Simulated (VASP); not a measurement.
# C3N (P4/mmm) in VASP: further runs, part 2 of 2

VASP 6.6.1.

### 4 Relaxation of cell and atoms, PBE

This run uses another cell than the first one, of 8.13 Å³/atom, 0.991 times its volume.

The input, INCAR:

```
PREC     = Accurate       # precision mode
ENCUT    = 600            # plane-wave cutoff, eV
EDIFF    = 1E-7           # SCF threshold, eV
ISMEAR   = 0              # smearing method
SIGMA    = 0.1            # smearing width, eV
LREAL    = False          # projectors in reciprocal space
LASPH    = True           # aspherical terms in the spheres
NELM     = 60             # most SCF steps
ALGO     = Normal         # electronic algorithm
ISIF     = 3              # what is computed and relaxed
LWAVE    = False          # write WAVECAR
LCHARG   = False          # write CHGCAR
GGA      = PE             # functional
IBRION   = 2              # ionic algorithm
NSW      = 90             # ionic steps
EDIFFG   = -0.04          # ionic threshold
```

The input, KPOINTS:

```
Automatic mesh
0
Gamma
  6 6 4
```

The input, POSCAR:

```
C3N
1.0
    2.6986882448      0.0000000000      0.0000000000
    0.0000000000      2.6986882448      0.0000000000
    0.0000000000      0.0000000000      4.4641204548
C N
3 1
Direct
    0.5000000000      0.5000000000      0.8432028832
    0.0000000000      0.0000000000      0.5000000000
    0.5000000000      0.5000000000      0.1567971168
    0.0000000000      0.0000000000      0.0000000000
```

Potentials or basis: VASP PAW PBE potentials, release 64 (C, N).

Started as:

```
$ cat potpaw_PBE.64/C/POTCAR potpaw_PBE.64/N/POTCAR > POTCAR
$ mpirun -np 1 vasp_std > vasp.out
```

OUTCAR:

```text
PREC = Accurate
   ENCUT = 600
   EDIFF = 1E-7
   ISMEAR = 0
   LREAL = False
   LASPH = True
   NELM = 60
   ISIF = 3
   GGA = PE
   IBRION = 2
   NSW = 90
   EDIFFG = -0.04

 ion  position               nearest neighbor table
   1  0.500  0.500  0.843-   3 1.40
   2  0.000  0.000  0.500-
   3  0.500  0.500  0.157-   1 1.40
   4  0.000  0.000  0.000-

  LATTYP: Found a simple tetragonal cell.
 ALAT       =     2.6986882448
 C/A-ratio  =     1.6541816060

  Lattice vectors:

 A1 = (   2.6986882448,   0.0000000000,   0.0000000000)
 A2 = (   0.0000000000,   2.6986882448,   0.0000000000)
 A3 = (   0.0000000000,   0.0000000000,   4.4641204548)

Analysis of symmetry for initial positions (statically):
=====================================================================
 Subroutine PRICEL returns:
 Original cell was already a primitive cell.

 Routine SETGRP: Setting up the symmetry group for a
 simple tetragonal supercell.

 Subroutine GETGRP returns: Found 16 space group operations
 (whereof 16 operations were pure point group operations)
 out of a pool of 16 trial point group operations.

The static configuration has the point symmetry D_4h.

Analysis of symmetry for dynamics (positions and initial velocities):
=====================================================================
 Subroutine PRICEL returns:
 Original cell was already a primitive cell.

 Routine SETGRP: Setting up the symmetry group for a
 simple tetragonal supercell.

 Subroutine GETGRP returns: Found 16 space group operations
 (whereof 16 operations were pure point group operations)
 out of a pool of 16 trial point group operations.

The dynamic configuration has the point symmetry D_4h.

 Subroutine INISYM returns: Found 16 space group operations
[... 138 lines left out ...]
 NGX is ok and might be reduce to    24
   NGX = 11   NGY = 11   NGZ = 17

--------------------------------------- Ionic step        1  -------------------------------------------

 number of electron      17.0000000 magnetization

 Free energy of the ion-electron system (eV)
  ---------------------------------------------------
  ext. energy  EPLUGINS =         0.00000000
  ---------------------------------------------------
  free energy    TOTEN  =       -20.07863298 eV

  energy without entropy =      -20.06747744  energy(sigma->0) =      -20.07305521

------------------------ aborting loop because EDIFF is reached ----------------------------------------

  FORCE on cell =-STRESS in cart. coord.  units (eV):
  Direction    XX          YY          ZZ          XY          YZ          ZX
  --------------------------------------------------------------------------------------
  -------------------------------------------------------------------------------------
  Total        0.5626505      0.5626505     -1.2275830      0.0000000     -0.0000000     -0.0000000
  in kB       27.7273235     27.7273235    -60.4950853      0.0000000     -0.0000000     -0.0000000
  external PRESSURE =      -1.6801461 kB  Pullay stress =       0.0000000 kB
[... 101 lines left out ...]
--------------------------------------- Ionic step        4  -------------------------------------------

 number of electron      17.0000000 magnetization

 Free energy of the ion-electron system (eV)
  ---------------------------------------------------
  ext. energy  EPLUGINS =         0.00000000
  ---------------------------------------------------
  free energy    TOTEN  =       -20.09954793 eV

  energy without entropy =      -20.08910202  energy(sigma->0) =      -20.09432497

 E-fermi :   5.4214     XC(G=0): -11.9293

 val. band max:        5.3890430344   @ k =   0.5000   0.0000   0.0000
 cond. band min:       5.4243821501   @ k =   0.1667   0.1667   0.2500
 fundamental gap:      0.0353391158
 Fermi energy:         5.4214044820

 k-point     1 :       0.0000    0.0000    0.0000
  band No.  band energies     occupation
      1     -14.3882      2.00000
      2      -5.6385      2.00000
      3      -4.2774      2.00000
      4      -2.8779      2.00000
      5       0.4242      2.00000
      6       0.4242      2.00000
      7       5.3003      1.91316
      8       6.0552      0.00000
      9       7.4040      0.00000
     10       7.4040      0.00000
     11       9.0994      0.00000
     12      10.0322      0.00000
[... 331 lines left out ...]
 k-point    24 :       0.5000    0.0000    0.5000
  band No.  band energies     occupation
      1     -10.4204      2.00000
      2     -10.4143      2.00000
      3      -4.9888      2.00000
      4      -2.6241      2.00000
      5       3.4058      2.00000
      6       3.7269      2.00000
      7       4.0431      2.00000
      8       4.5338      2.00000
      9       4.6495      2.00000
     10       5.9945      0.00000
     11       6.6810      0.00000
     12       6.7398      0.00000

 [... further k-points ...]

------------------------ aborting loop because EDIFF is reached ----------------------------------------

  FORCE on cell =-STRESS in cart. coord.  units (eV):
  Direction    XX          YY          ZZ          XY          YZ          ZX
  --------------------------------------------------------------------------------------
  -------------------------------------------------------------------------------------
  Total        0.0082888      0.0082888      0.0341888      0.0000000     -0.0000000     -0.0000000
  in kB        0.4068515      0.4068515      1.6781424      0.0000000     -0.0000000     -0.0000000
  external PRESSURE =       0.8306151 kB  Pullay stress =       0.0000000 kB
[... 19 lines left out ...]
  FREE ENERGIE OF THE ION-ELECTRON SYSTEM (eV)
  ---------------------------------------------------
  free  energy   TOTEN  =       -20.0995479314 eV

  energy  without entropy=      -20.0891020180  energy(sigma->0) =      -20.09432497

 reached required accuracy - stopping structural energy minimisation
```

CONTCAR:

```text
C3N
   1.00000000000000
     2.7334845618601178    0.0000000000000000   -0.0000000000000000
     0.0000000000000000    2.7334845618601178    0.0000000000000000
     0.0000000000000000   -0.0000000000000000    4.3684990706279949
  C               N
     3     1
Direct
     0.5000000000000000    0.5000000000000000    0.8406517685772911
     1.0000000000000000    1.0000000000000000    0.5000000000000000
     0.5000000000000000    0.5000000000000000    0.1593482314227089
     1.0000000000000000    1.0000000000000000    1.0000000000000000

  0.00000000E+00  0.00000000E+00  0.00000000E+00
  0.00000000E+00  0.00000000E+00  0.00000000E+00
  0.00000000E+00  0.00000000E+00  0.00000000E+00
  0.00000000E+00  0.00000000E+00  0.00000000E+00
```

It took 17 s on 1 thread of Intel Xeon 6975P-C (Granite Rapids), shared host; peak memory 0.15 GiB.

Results:

* Free energy: -20.0995 eV
* Relaxed volume: 8.16 Å³/atom
* Relaxed cell: a = 2.733 Å, b = 2.733 Å, c = 4.368 Å, α = 90.00°, β = 90.00°, γ = 90.00°
* Space group after relaxing (to 0.05 Å): P4/mmm (No. 123)
* Energy gained by relaxing: 5.2 meV/atom
* Ionic steps: 4
* Pressure after relaxing: 0.1 GPa
* Largest force after relaxing: 0.024 eV/Å

Forces in eV/Å, atoms in the order of the input:
```
C    0.000  0.000  0.024
C    0.000  0.000  0.000
C    0.000  0.000 -0.024
N    0.000  0.000  0.000
```

The path:
```tsv
step	energy change (eV)	largest force (eV/Å)	pressure (GPa)	volume (Å³)
1	0.0000	0.0211	-0.17	32.51
2	-0.0149	0.4430	1.81	32.47
3	-0.0152	0.4972	2.11	32.46
4	-0.0209	0.0243	0.08	32.64
```

Final structure:
```yaml
crystal:
  lattice:
    - [2.73348, 0.00000, 0.00000]
    - [0.00000, 2.73348, 0.00000]
    - [0.00000, 0.00000, 4.36850]
  atoms:
    - { symbol: C, position: [0.50000, 0.50000, 0.84065] }
    - { symbol: C, position: [0.00000, 0.00000, 0.50000] }
    - { symbol: C, position: [0.50000, 0.50000, 0.15935] }
    - { symbol: N, position: [0.00000, 0.00000, 0.00000] }
```

Levels at points of the mesh, in eV from the Fermi level:
```csv
k point,band 5,band 6,band 7,band 8,band 9,band 10,band 11,band 12
"(0.00, 0.00, 0.00)",-5.00,-5.00,-0.12,0.63,1.98,1.98,3.68,4.61
"(0.50, 0.00, 0.00)",-5.87,-5.41,-1.52,-0.98,-0.03,0.07,2.62,3.14
"(0.50, 0.50, 0.00)",-6.78,-4.31,-3.60,-2.40,-1.40,-1.40,0.88,0.88
"(0.00, 0.00, 0.50)",-4.82,-3.81,-3.76,0.12,0.84,0.84,3.40,4.52
"(0.50, 0.00, 0.50)",-2.02,-1.69,-1.38,-0.89,-0.77,0.57,1.26,1.32
"(0.50, 0.50, 0.50)",-8.38,-4.89,-3.50,-3.50,-0.48,-0.30,1.18,4.31
```

Caveat: the k points lie up to 0.38 Å⁻¹ apart in the final cell.

### 5 Single point, PBE, collinear spin, ferromagnetic start

This run uses another cell than the first one, of 15.63 Å³/atom, 1.906 times its volume.

The input, INCAR:

```
PREC     = Accurate       # precision mode
ENCUT    = 520            # plane-wave cutoff, eV
EDIFF    = 1E-6           # SCF threshold, eV
ISMEAR   = 0              # smearing method
SIGMA    = 0.1            # smearing width, eV
LREAL    = False          # projectors in reciprocal space
LASPH    = True           # aspherical terms in the spheres
NELM     = 150            # most SCF steps
ALGO     = Normal         # electronic algorithm
ISIF     = 2              # what is computed and relaxed
LWAVE    = False          # write WAVECAR
LCHARG   = True           # write CHGCAR
ISPIN    = 2              # spin polarisation
MAGMOM   = 1 1 1 1        # initial moments
LORBIT   = 11             # projections on sites
GGA      = PE             # functional
LELF     = True           # ELF
LVHAR    = True         
NBANDS   = 20             # bands
```

The input, KPOINTS:

```
Automatic mesh
0
Gamma
  6 6 2
```

The input, POSCAR:

```
C3N
1.0
    2.8862103600      0.0000000000      0.0000000000
    0.0000000000      2.8862103600      0.0000000000
    0.0000000000      0.0000000000      7.5064168700
C N
3 1
Direct
    0.5000000000      0.5000000000      0.7648133600
    0.0000000000      0.0000000000      0.5000000000
    0.5000000000      0.5000000000      0.2351866400
    0.0000000000      0.0000000000      0.0000000000
```

Started as:

```
$ cat potpaw_PBE.64/C/POTCAR potpaw_PBE.64/N/POTCAR > POTCAR
$ mpirun -np 1 vasp_std > vasp.out
```

Wall time 29 s (1 thread of Intel Xeon 6975P-C (Granite Rapids), shared host); peak memory 0.2 GiB.

It converged, with:

```
Free energy                                           : -13.2671 eV
Pressure                                              : -21.8 GPa
Largest force                                         : 0.077 eV/Å
Net moment                                            : 1.06 μB per cell
Site moments                                          : C -0.35, +0.28; N +1.29 μB
Valence electrons inside the program's atomic spheres : C 1.91, 1.92; N 3.25
```

Forces on the atoms (eV/Å):
```
C    0.000  0.000  0.077
C    0.000  0.000  0.000
C    0.000  0.000 -0.077
N    0.000  0.000  0.000
```

Stress tensor (GPa, compression positive):
```
-21.35   0.00   0.00
  0.00 -21.35   0.00
  0.00   0.00 -22.66
```

Levels at points of the mesh, in eV from the Fermi level:
Spin up:
```tsv
k point	band 7	band 8	band 9	band 10	band 11	band 12
(0.00, 0.00, 0.00)	-0.62	0.05	1.14	1.58	1.58	2.60
(0.50, 0.00, 0.00)	-1.20	-0.50	-0.46	-0.16	1.36	2.35
(0.50, 0.50, 0.00)	-1.43	-1.43	-1.23	-0.33	-0.33	0.62
(0.00, 0.00, 0.50)	-0.61	-0.61	1.48	1.48	2.30	2.58
(0.50, 0.00, 0.50)	-2.14	-2.11	-0.16	1.21	1.83	2.15
(0.50, 0.50, 0.50)	-1.87	-1.87	-1.16	0.52	0.65	0.65
```
Spin down:
```tsv
k point	band 4	band 5	band 6	band 7	band 8	band 9	band 10	band 11	band 12	band 13
(0.00, 0.00, 0.00)	-7.12	-1.87	0.36	0.95	0.95	1.55	1.72	1.72	2.56	2.56
(0.50, 0.00, 0.00)	-7.84	-3.15	-2.91	-1.04	0.03	0.28	1.25	2.08	2.15	2.92
(0.50, 0.50, 0.00)	-6.49	-2.44	-2.44	-1.13	-1.13	-0.20	-0.20	0.02	0.95	0.95
(0.00, 0.00, 0.50)	-7.85	-1.15	-0.67	1.16	1.16	1.32	1.32	2.70	2.74	3.01
(0.50, 0.00, 0.50)	-7.88	-2.32	-2.27	-2.10	-1.79	1.88	2.10	2.13	2.38	2.50
(0.50, 0.50, 0.50)	-6.49	-2.02	-2.02	-1.99	-1.99	0.35	0.57	0.72	0.72	1.27
```

Caveat: the k points lie up to 0.42 Å⁻¹ apart.

### 6 Overview

| task | spin | cell | k mesh | cutoff (eV) | gap on the mesh (eV) | pressure (GPa) | moment (μB) | largest force (eV/Å) |
| --- | --- | --- | --- | --- | --- | --- | --- | --- |
| single point | off | a = 2.738, b = 2.738, c = 4.378 Å, 4 atoms | 6 × 6 × 4 | 520 | none | 0.3 | - | 0.09 |
| single point | collinear, ferromagnetic start | a = 2.699, b = 2.699, c = 4.464 Å, 4 atoms | 6 × 6 × 2 | 520 | none | 0.2 | 0.00 | 0.12 |
| relaxation of cell and atoms | off | relaxed from a = 2.699, b = 2.699, c = 4.464 Å, 4 atoms | 6 × 6 × 4 | 600 | none | 0.1 | - | 0.02 |
| single point | collinear, ferromagnetic start | a = 2.886, b = 2.886, c = 7.506 Å, 4 atoms | 6 × 6 × 2 | 520 | none | -21.8 | 1.06 | 0.08 |

Alike in all rows: level PBE; potentials or basis VASP PAW PBE potentials, release 64 (C, N); smearing gaussian 0.1 eV.

Caveats: all runs use coarse meshes.

Absolute energies hang on the potentials; compare differences alone.
